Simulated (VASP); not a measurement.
# LuHf4O (P4/mmm) in VASP: further runs, part 2 of 3

VASP 6.6.1. The steps go on from the part before.

## 3. Single point, PBE

This run uses another cell than the first one, of 16.23 Å³/atom.

File INCAR:

```
SYSTEM = LuHf4O
PREC = Accurate ; ENCUT = 520
EDIFF = 1E-6 ; ISMEAR = 0
SIGMA = 0.1 ; LREAL = .FALSE.
LASPH = .TRUE. ; NELM = 100
ALGO = Normal ; ISIF = 2
LWAVE = .FALSE. ; LCHARG = .TRUE.
GGA = PE ; LELF = .TRUE.
LVHAR = .TRUE. ; NBANDS = 44
```

File KPOINTS:

```
regular mesh
0
G
  4 4 4
  0 0 0
```

File POSCAR:

```
LuHf4O
1.0
    4.0972581300      0.0000000000      0.0000000000
    0.0000000000      4.0972581300      0.0000000000
    0.0000000000      0.0000000000      5.8014194600
Lu Hf O
1 4 1
Direct
    0.5000000000      0.5000000000      0.5000000000
    0.5000000000      0.0000000000      0.7458124800
    0.0000000000      0.5000000000      0.2541875200
    0.5000000000      0.0000000000      0.2541875200
    0.0000000000      0.5000000000      0.7458124800
    0.0000000000      0.0000000000      0.0000000000
```

Potentials or basis: VASP PAW PBE potentials, release 64 (Lu, Hf_pv, O).

Started as:

```console
cat potpaw_PBE.64/Lu/POTCAR potpaw_PBE.64/Hf_pv/POTCAR potpaw_PBE.64/O/POTCAR > POTCAR
mpirun -np 1 vasp_std > vasp.out
```

OUTCAR:

```text
SYSTEM = LuHf4O
   PREC = Accurate
   ENCUT = 520
   EDIFF = 1E-6
   ISMEAR = 0
   LREAL = .FALSE.
   LASPH = .TRUE.
   NELM = 100
   ISIF = 2
   GGA = PE

 ion  position               nearest neighbor table
   1  0.500  0.500  0.500-   2 2.50   3 2.50   4 2.50   5 2.50   2 2.50   4 2.50   3 2.50   5 2.50

   2  0.500  0.000  0.746-   1 2.50   1 2.50   6 2.52   6 2.52   4 2.85   5 2.90   5 2.90   5 2.90
                             5 2.90   4 2.95
   3  0.000  0.500  0.254-   1 2.50   1 2.50   6 2.52   6 2.52   5 2.85   4 2.90   4 2.90   4 2.90
                             4 2.90   5 2.95
   4  0.500  0.000  0.254-   1 2.50   1 2.50   6 2.52   6 2.52   2 2.85   3 2.90   3 2.90   3 2.90
                             3 2.90   2 2.95
   5  0.000  0.500  0.746-   1 2.50   1 2.50   6 2.52   6 2.52   3 2.85   2 2.90   2 2.90   2 2.90
                             2 2.90   3 2.95
   6  0.000  0.000  0.000-   2 2.52   3 2.52   4 2.52   5 2.52   3 2.52   5 2.52   2 2.52   4 2.52

  LATTYP: Found a simple tetragonal cell.
 ALAT       =     4.0972581300
 C/A-ratio  =     1.4159272557

  Lattice vectors:

 A1 = (   4.0972581300,   0.0000000000,   0.0000000000)
 A2 = (   0.0000000000,   4.0972581300,   0.0000000000)
 A3 = (   0.0000000000,   0.0000000000,   5.8014194600)

Analysis of symmetry for initial positions (statically):
=====================================================================
 Subroutine PRICEL returns:
 Original cell was already a primitive cell.

 Routine SETGRP: Setting up the symmetry group for a
 simple tetragonal supercell.

 Subroutine GETGRP returns: Found 16 space group operations
 (whereof 16 operations were pure point group operations)
 out of a pool of 16 trial point group operations.

The static configuration has the point symmetry D_4h.

Analysis of symmetry for dynamics (positions and initial velocities):
=====================================================================
 Subroutine PRICEL returns:
 Original cell was already a primitive cell.

 Routine SETGRP: Setting up the symmetry group for a
 simple tetragonal supercell.

 Subroutine GETGRP returns: Found 16 space group operations
 (whereof 16 operations were pure point group operations)
 out of a pool of 16 trial point group operations.

The dynamic configuration has the point symmetry D_4h.

 Subroutine INISYM returns: Found 16 space group operations
 (whereof 16 operations are pure point group operations),
 and found     1 'primitive' translations

----------------------------------------------------------------------------------------

                                     Primitive cell

  volume of cell :      97.3915

  direct lattice vectors                    reciprocal lattice vectors
     4.097258130  0.000000000  0.000000000     0.244065658  0.000000000  0.000000000
     0.000000000  4.097258130  0.000000000     0.000000000  0.244065658  0.000000000
     0.000000000  0.000000000  5.801419460     0.000000000  0.000000000  0.172371608

  length of vectors
     4.097258130  4.097258130  5.801419460     0.244065658  0.244065658  0.172371608

  position of ions in fractional coordinates (direct lattice)
     0.500000000  0.500000000  0.500000000
     0.500000000  0.000000000  0.745812480
[... 29 lines left out ...]
  Length of vectors
     0.061016414  0.061016414  0.043092902

  Shift w.r.t. Gamma in fractional coordinates (k-lattice)
     0.000000000  0.000000000  0.000000000

 Subroutine IBZKPT returns following result:
 ===========================================

 Found     18 irreducible k-points:

 Following reciprocal coordinates:
            Coordinates               Weight
  0.000000  0.000000  0.000000      1.000000
  0.250000  0.000000  0.000000      4.000000
  0.500000  0.000000  0.000000      2.000000
  0.250000  0.250000  0.000000      4.000000
  0.500000  0.250000  0.000000      4.000000
  0.500000  0.500000  0.000000      1.000000
[... 10 lines left out ...]
  0.500000  0.250000  0.500000      4.000000
  0.500000  0.500000  0.500000      1.000000
   k-points           NKPTS =     18   k-points in BZ     NKDIM =     18   number of bands    NBANDS=     44
   number of dos      NEDOS =    301   number of ions     NIONS =      6
   total plane-waves  NPLWV =  43200
   dimension x,y,z NGX =    30 NGY =   30 NGZ =   48
   dimension x,y,z NGXF=    60 NGYF=   60 NGZF=   96
   ions per type =               1   4   1
   NGX,Y,Z   is equivalent  to a cutoff of  12.17, 12.17, 13.75 a.u.
   NGXF,Y,Z  is equivalent  to a cutoff of  24.34, 24.34, 27.51 a.u.
 SYSTEM =  LuHf4O
   PREC   = accura    normal or accurate (medium, high low for compatibility)
   ISTART =      0    job   : 0-new  1-cont  2-samecut
   ICHARG =      2    charge: 1-file 2-atom 10-const
   ISPIN  =      1    spin polarized calculation?
   LNONCOLLINEAR =      F non collinear calculations
   LSORBIT =      F    spin-orbit coupling
   LASPH  =      T    aspherical Exc in radial PAW
   ENCUT  =  520.0 eV  38.22 Ry    6.18 a.u.   7.62  7.62 10.79*2*pi/ulx,y,z
   NELM   =    100;   NELMIN=  2; NELMDL= -5     # of ELM steps
   EDIFF  = 0.1E-05   stopping-criterion for ELM
   LREAL  =      F    real-space projection
[... 7 lines left out ...]
   TEBEG  =    0.0;   TEEND  =   0.0 temperature during run
   PSTRESS=    0.0 pullay stress
   NELECT =      71.0000    total number of electrons
   NUPDOWN=      -1.0000    fix difference up-down
   EMIN   =  10.00;   EMAX   =-10.00  energy-range for DOS
   EFERMI =   0.00;   METHOD = LEGACY
   ISMEAR =     0;   SIGMA  =   0.10  broadening in eV -4-tet -1-fermi 0-gaus
   EFERMI_NEDOS =   21; number of points for ismear=-14 and -15
   IALGO  =     38    algorithm
   IMIX   =      4    mixing-type and parameters
     AMIX     =   0.40;   BMIX     =  1.00
     AMIX_MAG =   1.60;   BMIX_MAG =  1.00
  volume/ion in A,a.u.               =      16.23       109.54
  Fermi-wavevector in a.u.,A,eV,Ry     =   1.473400  2.784322 29.536987  2.170907
  Thomas-Fermi vector in A             =   2.588298
   LORBIT       =      0    0 simple, 1 ext, 2 COOP (PROOUT), +10 PAW based schemes
   GGA     = PE    functional components
   LHFCALC =     F    Hartree Fock is set to
   AEXX    =    0.0000 exact exchange contribution
   IVDW    =     0    specifies the selected vdW correction
   LEPSILON=     F    determine dielectric tensor
   LRPA    =     F    only Hartree local field effects (RPA)
 non-spin polarized calculation
 Gauss-broadening in eV      SIGMA  =   0.10
  energy-cutoff  :      520.00
  volume of cell :       97.39
 maximum number of plane-waves:      2661
   NGX = 15   NGY = 15   NGZ = 21

 number of electron      71.0000013 magnetization

 Free energy of the ion-electron system (eV)
  ---------------------------------------------------
  ext. energy  EPLUGINS =         0.00000000
  ---------------------------------------------------
  free energy    TOTEN  =       -42.49274256 eV

  energy without entropy =      -42.46725939  energy(sigma->0) =      -42.48000098

 E-fermi :   6.0901     XC(G=0): -12.2994

 val. band max:        6.0697674893   @ k =   0.5000   0.5000   0.5000
 cond. band min:       6.1265415364   @ k =   0.5000   0.0000   0.2500
 fundamental gap:      0.0567740471
 Fermi energy:         6.0900754357

 k-point     1 :       0.0000    0.0000    0.0000
  band No.  band energies     occupation
      1     -49.0007      2.00000
      2     -25.3290      2.00000
      3     -25.3290      2.00000
      4     -25.1305      2.00000
      5     -24.9486      2.00000
      6     -24.9486      2.00000
[... 835 lines left out ...]
     43       9.1455      0.00000
     44       9.3966      0.00000

------------------------ aborting loop because EDIFF is reached ----------------------------------------

  FORCE on cell =-STRESS in cart. coord.  units (eV):
  Direction    XX          YY          ZZ          XY          YZ          ZX
  --------------------------------------------------------------------------------------
  -------------------------------------------------------------------------------------
  Total       26.0512964     26.0512964     20.2842946      0.0000000     -0.0000000     -0.0000000
  in kB      428.5672724    428.5672724    333.6949037      0.0000000     -0.0000000     -0.0000000
  external PRESSURE =     396.9431495 kB  Pullay stress =       0.0000000 kB

 VOLUME and BASIS-vectors are now :
 -----------------------------------------------------------------------------
  energy-cutoff  :      520.00
  volume of cell :       97.39
      direct lattice vectors                 reciprocal lattice vectors
     4.097258130  0.000000000  0.000000000     0.244065658  0.000000000  0.000000000
     0.000000000  4.097258130  0.000000000     0.000000000  0.244065658  0.000000000
     0.000000000  0.000000000  5.801419460     0.000000000  0.000000000  0.172371608

 POSITION                                       TOTAL-FORCE (eV/Angst)
 -----------------------------------------------------------------------------------
      2.04863      2.04863      2.90071         0.000000     -0.000000      0.000000
      2.04863      0.00000      4.32677         0.000000      0.000000      3.839567
      0.00000      2.04863      1.47465         0.000000     -0.000000     -3.839567
      2.04863      0.00000      1.47465        -0.000000      0.000000     -3.839567
      0.00000      2.04863      4.32677         0.000000      0.000000      3.839567
      0.00000      0.00000      0.00000         0.000000     -0.000000      0.000000
 -----------------------------------------------------------------------------------
    total drift:                                0.000000      0.000000      0.000000

  FREE ENERGIE OF THE ION-ELECTRON SYSTEM (eV)
  ---------------------------------------------------
  free  energy   TOTEN  =       -42.4927425633 eV

  energy  without entropy=      -42.4672593917  energy(sigma->0) =      -42.48000098
```

Run time: 55 s. Hardware: 1 thread of Intel Xeon 6975P-C (Granite Rapids), shared host; peak memory 0.24 GiB.

What came out:

```
Free energy            : -42.4927 eV
Pressure               : 39.7 GPa
Largest force          : 3.840 eV/Å
Band gap on the k mesh : zero (an odd number of electrons rules out a gap without spin polarisation)
```

Forces in eV/Å, atoms in the order of the input:
```
Lu   0.000  0.000  0.000
Hf   0.000  0.000  3.840
Hf   0.000  0.000 -3.840
Hf   0.000  0.000 -3.840
Hf   0.000  0.000  3.840
O    0.000  0.000  0.000
```

Levels at points of the mesh, in eV from the Fermi level:
| k point | band 32 | band 33 | band 34 | band 35 | band 36 | band 37 | band 38 | band 39 |
| --- | --- | --- | --- | --- | --- | --- | --- | --- |
| (0.00, 0.00, 0.00) | -2.68 | -1.78 | -1.34 | 0.31 | 0.31 | 0.38 | 0.38 | 0.95 |
| (0.50, 0.00, 0.00) | -1.50 | -1.50 | -1.20 | -0.41 | -0.06 | 0.31 | 0.94 | 1.27 |
| (0.50, 0.50, 0.00) | -1.30 | -1.30 | -0.98 | -0.98 | -0.40 | 0.19 | 1.54 | 1.54 |
| (0.00, 0.00, 0.50) | -1.87 | -1.79 | -1.05 | -0.10 | -0.10 | 0.31 | 0.32 | 0.32 |
| (0.50, 0.00, 0.50) | -1.78 | -1.64 | -0.71 | -0.55 | 0.13 | 0.15 | 1.08 | 1.08 |
| (0.50, 0.50, 0.50) | -1.92 | -1.92 | -1.81 | -0.02 | 0.66 | 0.66 | 1.17 | 1.19 |

Caveat: the k points lie up to 0.38 Å⁻¹ apart, too coarse for converged energies and pressures of a metal; spin-orbit coupling is left out, which moves the levels of the heavy elements; an odd number of electrons without spin polarisation forces a metal; a magnetic or distorted state may lie lower.

## 4. Relaxation of cell and atoms, PBE

This run uses another cell than the first one, of 16.23 Å³/atom.

File INCAR:

```
ALGO     = Normal         # electronic algorithm
EDIFF    = 1E-7           # SCF threshold, eV
EDIFFG   = -0.04          # ionic threshold
ENCUT    = 600            # plane-wave cutoff, eV
GGA      = PE             # functional
IBRION   = 2              # ionic algorithm
ISIF     = 3              # what is computed and relaxed
ISMEAR   = 0              # smearing method
LASPH    = True           # aspherical terms in the spheres
LCHARG   = False          # write CHGCAR
LREAL    = False          # projectors in reciprocal space
LWAVE    = False          # write WAVECAR
NELM     = 100            # most SCF steps
NSW      = 90             # ionic steps
PREC     = Accurate       # precision mode
SIGMA    = 0.1            # smearing width, eV
```

File KPOINTS:

```
k-points
0
Gamma
  4 4 4
```

POSCAR is that of step 3.

Started as:

```console
cat potpaw_PBE.64/Lu/POTCAR potpaw_PBE.64/Hf_pv/POTCAR potpaw_PBE.64/O/POTCAR > POTCAR
mpirun -np 1 vasp_std > vasp.out
```

It took 19 min on 1 thread of Intel Xeon 6975P-C (Granite Rapids), shared host; peak memory 0.32 GiB.

Results (log left out):

| Quantity | Value |
| --- | --- |
| Free energy | -48.0640 eV |
| Relaxed volume | 22.23 Å³/atom |
| Relaxed cell | a = 4.064 Å, b = 4.064 Å, c = 8.076 Å, α = 90.00°, β = 90.00°, γ = 90.00° |
| Space group after relaxing (to 0.1 Å) | P4/mmm (No. 123) |
| Energy gained by relaxing | 928.0 meV/atom |
| Ionic steps | 23 |
| Pressure after relaxing | -0.1 GPa |
| Largest force after relaxing | 0.030 eV/Å |
| Band gap on the k mesh | zero (an odd number of electrons rules out a gap without spin polarisation) |

Forces in eV/Å, atoms in the order of the input:
```
Lu   0.000  0.000  0.000
Hf   0.000  0.000 -0.030
Hf   0.000  0.000  0.030
Hf   0.000  0.000  0.030
Hf   0.000  0.000 -0.030
O    0.000  0.000  0.000
```

The path:
```csv
step,energy change (eV),largest force (eV/Å),pressure (GPa),volume (Å³)
1,0.0000,3.8408,39.67,97.39
2,-2.3342,0.0778,-12.18,165.64
3,-4.0171,0.6073,-1.53,131.80
4,-4.0194,0.6391,-0.95,130.89
5,-4.0189,0.6662,-0.53,130.15
6,-4.1841,0.7195,-0.18,129.18
7,-4.5704,0.6493,1.73,125.84
8,-4.9472,0.5412,11.31,117.39
9,-4.9901,0.5154,11.08,117.77
10,-5.0942,0.3976,10.55,118.90
11,-5.2041,0.0454,9.89,121.03
12,-5.2034,0.1399,9.60,121.88
13,-5.3129,0.0946,7.75,123.70
14,-5.5175,0.0263,2.86,129.25
15,-5.4554,0.1860,-4.45,140.80
16,-5.5607,0.1061,-0.48,133.90
17,-5.5609,0.1015,-0.28,133.58
18,-5.5609,0.0979,-0.13,133.34
19,-5.5631,0.0709,-0.09,133.28
20,-5.5672,0.0130,0.06,133.11
21,-5.5677,0.0518,0.12,133.03
22,-5.5679,0.0450,0.05,133.13
23,-5.5682,0.0299,-0.12,133.35
```

Final structure:
```
CELL_PARAMETERS angstrom
4.06351 0.00000 0.00000
0.00000 4.06351 0.00000
0.00000 0.00000 8.07616
ATOMIC_POSITIONS crystal
Lu 0.50000 0.50000 0.50000
Hf 0.50000 0.00000 0.82316
Hf 0.00000 0.50000 0.17684
Hf 0.50000 0.00000 0.17684
Hf 0.00000 0.50000 0.82316
O 0.00000 0.00000 0.00000
```

Levels at points of the mesh, in eV from the Fermi level:
```
           k point  band 31  band 32  band 33  band 34  band 35  band 36  band 37  band 38  band 39  band 40
(0.00, 0.00, 0.00)    -1.88    -1.72    -1.12    -0.66     0.07     0.13     0.36     0.36     0.68     0.68
(0.50, 0.00, 0.00)    -1.50    -1.29    -0.41    -0.35     0.26     0.64     0.95     1.30     1.44     1.55
(0.50, 0.50, 0.00)    -1.61    -0.98    -0.98    -0.78    -0.25    -0.25    -0.22     0.06     0.91     0.91
(0.00, 0.00, 0.50)    -2.02    -1.69    -1.16    -0.83     0.03     0.03     0.29     0.45     0.95     1.27
(0.50, 0.00, 0.50)    -1.57    -0.57    -0.43    -0.39     0.06     0.62     0.62     1.10     1.40     1.45
(0.50, 0.50, 0.50)    -1.57    -1.29    -1.24    -1.24    -0.64    -0.24    -0.24     0.67     1.11     1.11
```

Caveat: the k points lie up to 0.39 Å⁻¹ apart in the final cell, too coarse for converged energies and pressures of a metal; the volume moved by over 15 % at a fixed basis, so the end points are rough; spin-orbit coupling is left out, which moves the levels of the heavy elements; an odd number of electrons without spin polarisation forces a metal; a magnetic or distorted state may lie lower.

(Continued in part 3 of 3.)
